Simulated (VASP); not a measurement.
KBr, 2 atoms in the cell. Symmetry: Fm-3m, No. 225, cubic system. The conventional cell has a = 6.559 Å, b = 6.559 Å, c = 6.559 Å, α = 90.00°, β = 90.00°, γ = 90.00°. Br (site symmetry m-3m) has 6 K at 3.28 Å within 4.3 Å. Within 4.3 Å of K (site symmetry m-3m) lie 6 Br at 3.28 Å. 

| Property | Result |
| --- | --- |
| Program | VASP 6.6.1 |
| Task | single point |
| Functional | r2SCAN |
| Dispersion | D3(BJ) |
| Potentials or basis | VASP PAW PBE potentials, release 64 (Br, K_sv) |
| Cutoff | 520 eV |
| k mesh | 7 × 7 × 7 |
| Occupations | gaussian, width 0.01 eV |
| Spin | non-collinear spin, zero start, spin-orbit coupling |
| Starting moments | [[0.0, 0.0, 0.0], [0.0, 0.0, 0.0]] μB |
| Dipole correction | no |
| Further INCAR settings | ALGO = Normal; EDIFF = 1e-07; NBANDS = 28 |

Potentials or basis: VASP PAW PBE potentials, release 64 (Br, K_sv).

Launch:

```bash
$ cat potpaw_PBE.64/Br/POTCAR potpaw_PBE.64/K_sv/POTCAR > POTCAR
$ cp INCAR.step1 INCAR
$ mpirun -np 1 vasp_ncl > vasp.out
$ cp INCAR.step2 INCAR
$ mpirun -np 1 vasp_ncl > vasp.out
```

Hardware: 1 thread of Oxide Virtual Turin-like Processor (shared host).

Q: Estimate the wall time of this run.

A: Run time: 13 min on 1 thread of Oxide Virtual Turin-like Processor (shared host), peak memory 0.45 GiB. Counts: k points 20.
